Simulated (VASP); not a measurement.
# LiMg in VASP: a series of runs, part 2 of 3

VASP 6.6.1.

### Step 3. Single point, LDA

This run uses another cell than the first one, of 42.95 Å³/atom, 1.238 times its volume.

Input file INCAR:

```
SYSTEM = LiMg
PREC     = Accurate       ! precision mode
ENCUT    = 520            ! plane-wave cutoff, eV
EDIFF    = 1E-6           ! SCF threshold, eV
ISMEAR   = -1             ! smearing method
SIGMA    = 0.1            ! smearing width, eV
LREAL    = .False.        ! projectors in reciprocal space
LASPH    = .True.         ! aspherical terms in the spheres
NELM     = 80             ! most SCF steps
ALGO     = Normal         ! electronic algorithm
ISIF     = 2              ! what is computed and relaxed
LWAVE    = .False.        ! write WAVECAR
LCHARG   = .False.        ! write CHGCAR
LDIPOL   = .True.       
IDIPOL   = 3            
DIPOL    = 0.5 0.5 0.500
NBANDS   = 13             ! bands
```

Input file KPOINTS:

```
regular mesh
0
Gamma
  4 5 1
  0 0 0
```

Input file POSCAR:

```
LiMg
1.0
    4.8300003491      0.0000000000      0.0000000000
    0.0000000000      3.4153260000      0.0000000000
    0.0000000000      0.0000000000     10.4150001746
Li Mg
2 2
Direct
    0.0000000000      0.0000000000      0.3840614434
    0.5000000000      0.0000000000      0.6159385566
    0.5000000000      0.5000000000      0.3840614434
    0.0000000000      0.5000000000      0.6159385566
```

Potentials or basis: VASP PAW LDA potentials, release 64 (Li_sv, Mg).

The run is started by

```sh
$ cat potpaw_LDA.64/Li_sv/POTCAR potpaw_LDA.64/Mg/POTCAR > POTCAR
$ mpirun -np 1 vasp_std > vasp.out
```

OUTCAR:

```text
SYSTEM = LiMg
   PREC = Accurate
   ENCUT = 520
   EDIFF = 1E-6
   ISMEAR = -1
   LREAL = .False.
   LASPH = .True.
   NELM = 80
   ISIF = 2

 ion  position               nearest neighbor table
   1  0.000  0.000  0.384-   4 2.96   4 2.96   3 2.96   3 2.96   3 2.96   3 2.96
   2  0.500  0.000  0.616-   3 2.96   3 2.96   4 2.96   4 2.96   4 2.96   4 2.96
   3  0.500  0.500  0.384-   2 2.96   2 2.96   1 2.96   1 2.96   1 2.96   1 2.96   4 3.42   4 3.42

   4  0.000  0.500  0.616-   1 2.96   1 2.96   2 2.96   2 2.96   2 2.96   2 2.96   3 3.42   3 3.42

  LATTYP: Found a simple orthorhombic cell.
 ALAT       =     3.4153260000
 B/A-ratio  =     1.4142135624
 C/A-ratio  =     3.0494893239

  Lattice vectors:

 A1 = (   0.0000000000,  -3.4153260000,   0.0000000000)
 A2 = (   4.8300003491,   0.0000000000,   0.0000000000)
 A3 = (   0.0000000000,   0.0000000000,  10.4150001746)

Analysis of symmetry for initial positions (statically):
=====================================================================
 Subroutine PRICEL returns:
 Original cell was already a primitive cell.

 Routine SETGRP: Setting up the symmetry group for a
 simple orthorhombic supercell.

 Subroutine GETGRP returns: Found  8 space group operations
 (whereof  4 operations were pure point group operations)
 out of a pool of  8 trial point group operations.

The static configuration has the point symmetry C_2v.
 The point group associated with its full space group is D_2h.

Analysis of symmetry for dynamics (positions and initial velocities):
=====================================================================
 Subroutine PRICEL returns:
 Original cell was already a primitive cell.

 Routine SETGRP: Setting up the symmetry group for a
 simple orthorhombic supercell.

 Subroutine GETGRP returns: Found  8 space group operations
 (whereof  4 operations were pure point group operations)
 out of a pool of  8 trial point group operations.

The dynamic configuration has the point symmetry C_2v.
 The point group associated with its full space group is D_2h.

 Subroutine INISYM returns: Found  8 space group operations
 (whereof  4 operations are pure point group operations),
 and found     1 'primitive' translations

----------------------------------------------------------------------------------------

                                     Primitive cell

  volume of cell :     171.8061

  direct lattice vectors                    reciprocal lattice vectors
     4.830000349  0.000000000  0.000000000     0.207039323  0.000000000  0.000000000
     0.000000000  3.415326000  0.000000000     0.000000000  0.292797818  0.000000000
     0.000000000  0.000000000 10.415000175     0.000000000  0.000000000  0.096015361

  length of vectors
     4.830000349  3.415326000 10.415000175     0.207039323  0.292797818  0.096015361

  position of ions in fractional coordinates (direct lattice)
     0.000000000  0.000000000  0.384061443
     0.500000000  0.000000000  0.615938557
     0.500000000  0.500000000  0.384061443
     0.000000000  0.500000000  0.615938557

  ion indices of the primitive-cell ions
   primitive index   ion index
                 1           1
                 2           2
                 3           3
                 4           4

----------------------------------------------------------------------------------------

 KPOINTS: regular mesh

[... 44 lines left out ...]
   ICHARG =      2    charge: 1-file 2-atom 10-const
   ISPIN  =      1    spin polarized calculation?
   LNONCOLLINEAR =      F non collinear calculations
   LSORBIT =      F    spin-orbit coupling
   LASPH  =      T    aspherical Exc in radial PAW
   ENCUT  =  520.0 eV  38.22 Ry    6.18 a.u.   8.98  6.35 19.36*2*pi/ulx,y,z
   NELM   =     80;   NELMIN=  2; NELMDL= -5     # of ELM steps
   EDIFF  = 0.1E-05   stopping-criterion for ELM
   LREAL  =      F    real-space projection
   EDIFFG = 0.1E-04   stopping-criterion for IOM
   NSW    =      0    number of steps for IOM
   IBRION =     -1    ionic relax: 0-MD 1-quasi-New 2-CG
   NFREE  =      0    steps in history (QN), initial steepest desc. (CG)
   ISIF   =      2    stress and relaxation
   ISYM   =      2    0-nonsym 1-usesym 2-fastsym
   POTIM  = 0.5000    time-step for ionic-motion
   TEBEG  =    0.0;   TEEND  =   0.0 temperature during run
   PSTRESS=    0.0 pullay stress
   NELECT =      10.0000    total number of electrons
   NUPDOWN=      -1.0000    fix difference up-down
   EMIN   =  10.00;   EMAX   =-10.00  energy-range for DOS
   EFERMI =   0.00;   METHOD = LEGACY
   ISMEAR =    -1;   SIGMA  =   0.10  broadening in eV -4-tet -1-fermi 0-gaus
   EFERMI_NEDOS =   21; number of points for ismear=-14 and -15
   IALGO  =     38    algorithm
   IMIX   =      4    mixing-type and parameters
     AMIX     =   0.40;   BMIX     =  1.00
     AMIX_MAG =   1.60;   BMIX_MAG =  1.00
  volume/ion in A,a.u.               =      42.95       289.85
  Fermi-wavevector in a.u.,A,eV,Ry     =   0.634447  1.198931  5.476656  0.402523
  Thomas-Fermi vector in A             =   1.698445
   LORBIT       =      0    0 simple, 1 ext, 2 COOP (PROOUT), +10 PAW based schemes
   GGA     = CA    functional components
   LHFCALC =     F    Hartree Fock is set to
   AEXX    =    0.0000 exact exchange contribution
   IVDW    =     0    specifies the selected vdW correction
   LEPSILON=     F    determine dielectric tensor
   LRPA    =     F    only Hartree local field effects (RPA)
 non-spin polarized calculation
  energy-cutoff  :      520.00
  volume of cell :      171.81
 maximum number of plane-waves:      4686
 NGX is ok and might be reduce to    36
   NGX = 17   NGY = 13   NGZ = 39

 number of electron      10.0000000 magnetization

 number of electron       9.9999994 magnetization

 dipolmoment           0.000000      0.000000     -0.000000 electrons x Angstroem

 Free energy of the ion-electron system (eV)
  ---------------------------------------------------
  ext. energy  EPLUGINS =         0.00000000
  ---------------------------------------------------
  free energy    TOTEN  =        -6.52689403 eV

  energy without entropy =       -6.45787945  energy(sigma->0) =       -6.49238674

 E-fermi :  -0.9717     XC(G=0):  -5.2481

 val. band max:       -1.1330675119   @ k =   0.0000   0.0000   0.0000
 cond. band min:      -0.8187256764   @ k =   0.5000   0.4000   0.0000
 fundamental gap:      0.3143418354
 Fermi energy:        -0.9717480682

 k-point     1 :       0.0000    0.0000    0.0000
  band No.  band energies     occupation
      1     -46.6238      2.00000
      2     -46.6219      2.00000
      3      -5.7947      2.00000
      4      -3.4305      2.00000
      5      -1.1331      1.66771
      6      -0.8174      0.35201
      7       1.1407      0.00000
      8       1.5462      0.00000
      9       2.6181      0.00000
     10       2.7957      0.00000
     11       3.4708      0.00000
     12       4.8065      0.00000
     13       4.8718      0.00000
[... 114 lines left out ...]
  band No.  band energies     occupation
      1     -46.6211      2.00000
      2     -46.6211      2.00000
      3      -2.6636      2.00000
      4      -2.6636      2.00000
      5      -0.8187      0.35592
      6      -0.8187      0.35592
      7       0.6825      0.00000
      8       0.6825      0.00000
      9       2.4441      0.00000
     10       2.4441      0.00000
     11       2.8381      0.00000
     12       2.8381      0.00000
     13       4.8726      0.00000

------------------------ aborting loop because EDIFF is reached ----------------------------------------

 vacuum level on the upper side and lower side of the slab       (xc-potential included)        -1.285        -1.285

  FORCE on cell =-STRESS in cart. coord.  units (eV):
  Direction    XX          YY          ZZ          XY          YZ          ZX
  --------------------------------------------------------------------------------------
  -------------------------------------------------------------------------------------
  Total       -0.8291664     -0.6140238     -0.3275747      0.0000000      0.0000000      0.0000000
  in kB       -7.7323889     -5.7260773     -3.0547968      0.0000000      0.0000000      0.0000000
  external PRESSURE =      -5.5044210 kB  Pullay stress =       0.0000000 kB

 VOLUME and BASIS-vectors are now :
 -----------------------------------------------------------------------------
  energy-cutoff  :      520.00
  volume of cell :      171.81
      direct lattice vectors                 reciprocal lattice vectors
     4.830000349  0.000000000  0.000000000     0.207039323  0.000000000  0.000000000
     0.000000000  3.415326000  0.000000000     0.000000000  0.292797818  0.000000000
     0.000000000  0.000000000 10.415000175     0.000000000  0.000000000  0.096015361

 POSITION                                       TOTAL-FORCE (eV/Angst)
 -----------------------------------------------------------------------------------
      0.00000      0.00000      4.00000         0.000000      0.000000     -0.000684
      2.41500      0.00000      6.41500         0.000000      0.000000      0.000684
      2.41500      1.70766      4.00000         0.000000      0.000000      0.194547
      0.00000      1.70766      6.41500         0.000000      0.000000     -0.194547
 -----------------------------------------------------------------------------------
    total drift:                                0.000000     -0.000000      0.000000

  FREE ENERGIE OF THE ION-ELECTRON SYSTEM (eV)
  ---------------------------------------------------
  free  energy   TOTEN  =        -6.5268940345 eV

  energy  without entropy=       -6.4578794456  energy(sigma->0) =       -6.49238674

 vacuum level on the upper side and lower side of the slab         1.482         1.482
```

Run time: 13 s. Hardware: 1 thread of Intel Xeon 6975P-C, shared host; peak memory 0.21 GiB.

What came out:

```
Free energy            : -6.5269 eV
Largest force          : 0.195 eV/Å
Band gap on the k mesh : zero (band 5 reaches -0.64 eV, above the bottom of band 6 at -1.62 eV)
```

Forces on the atoms (eV/Å):
```
Li   0.000  0.000 -0.001
Li   0.000  0.000  0.001
Mg   0.000  0.000  0.195
Mg   0.000  0.000 -0.195
```

Levels at points of the mesh, in eV from the Fermi level:
```csv
k point,band 1,band 2,band 3,band 4,band 5,band 6,band 7,band 8,band 9,band 10
"(0.00, 0.00, 0.00)",-45.65,-45.65,-4.82,-2.46,-0.16,0.15,2.11,2.52,3.59,3.77
"(0.50, 0.00, 0.00)",-45.65,-45.65,-3.54,-3.54,-0.65,-0.65,1.43,1.43,4.95,4.95
```

Caveat: the k points lie up to 0.37 Å⁻¹ apart; the cutoff is under 1.25 times the usual one of these potentials, so pressure, stress and relaxed cells hold a basis-set (Pulay) error.

### Step 4. Single point, LDA

This run uses another cell than the first one, of 51.20 Å³/atom, 1.475 times its volume.

Input file INCAR:

```
SYSTEM = LiMg
PREC = Accurate ; ENCUT = 520
EDIFF = 1E-6 ; ISMEAR = -1
SIGMA = 0.1 ; LREAL = .False.
LASPH = .True. ; NELM = 100
ALGO = Normal ; ISIF = 2
LWAVE = .False. ; LCHARG = .False.
LDIPOL = .True. ; IDIPOL = 3
DIPOL = 0.5 0.5 0.500 ; GGA = CA
NBANDS = 13
```

Input file KPOINTS:

```
Automatic mesh
0
Gamma
  4 5 1
  0 0 0
```

Input file POSCAR:

```
LiMg
1.0
    4.8300003491      0.0000000000      0.0000000000
    0.0000000000      3.4153260000      0.0000000000
    0.0000000000      0.0000000000     12.4150001746
Li Mg
2 2
Direct
    0.0000000000      0.0000000000      0.4027386170
    0.5000000000      0.0000000000      0.5972613830
    0.5000000000      0.5000000000      0.4027386170
    0.0000000000      0.5000000000      0.5972613830
```

The run is started by

```sh
$ cat potpaw_LDA.64/Li_sv/POTCAR potpaw_LDA.64/Mg/POTCAR > POTCAR
$ mpirun -np 1 vasp_std > vasp.out
```

Run time: 17 s. Hardware: 1 thread of Intel Xeon 6975P-C, shared host; peak memory 0.23 GiB.

It converged, with:

```yaml
Free_energy: -6.5394 eV
Largest_force: 0.204 eV/Å
Band_gap_on_the_k_mesh: zero (band 5 reaches -1.02 eV, above the bottom of band 6 at -2.08 eV)
```

Forces in eV/Å, atoms in the order of the input:
```
Li   0.000  0.000  0.002
Li   0.000  0.000 -0.002
Mg   0.000  0.000  0.204
Mg   0.000  0.000 -0.204
```

Levels at points of the mesh, in eV from the Fermi level:
```tsv
k point	band 3	band 4	band 5	band 6	band 7	band 8
(0.00, 0.00, 0.00)	-4.83	-2.48	-0.10	0.14	2.06	2.50
(0.50, 0.00, 0.00)	-3.55	-3.55	-0.67	-0.67	1.48	1.48
```

Caveat: the k points lie up to 0.37 Å⁻¹ apart; the cutoff is under 1.25 times the usual one of these potentials, so pressure, stress and relaxed cells hold a basis-set (Pulay) error.

(Part 2 of 3 ends here.)
